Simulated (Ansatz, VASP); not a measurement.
## One calculation of TiC, two programs

```
CELL_PARAMETERS angstrom
0.00000 2.15930 2.15930
2.15930 0.00000 2.15930
2.15930 2.15930 0.00000
ATOMIC_POSITIONS crystal
Ti 0.00000 0.00000 0.00000
C 0.50000 0.50000 0.50000
```

Alike in both runs: task single point; functional LDA; k mesh 8 × 8 × 8; occupations gaussian, width 0.1 eV; no spin polarisation.

```csv
,VASP,Ansatz
version,VASP 6.6.1,Ansatz 0.2.0
potentials or method,"VASP PAW LDA potentials, release 64 (Ti_sv, C), cutoff 600 eV","scalar-relativistic, plane waves, PAW"
valence electrons in the cell,16,16
```

VASP gave:

- gap on the k mesh at the Fermi level (eV): none
- pressure (GPa): -10.0

**Question.** What did Ansatz give for the same quantities?

**Answer.** gap on the k mesh at the Fermi level (eV): none; pressure (GPa): -10.5.

LDA's correlation is that of Perdew and Zunger in VASP and of Perdew and Wang (1992) in Ansatz. A gap of «none» marks a metal or a gap that the smearing closes.
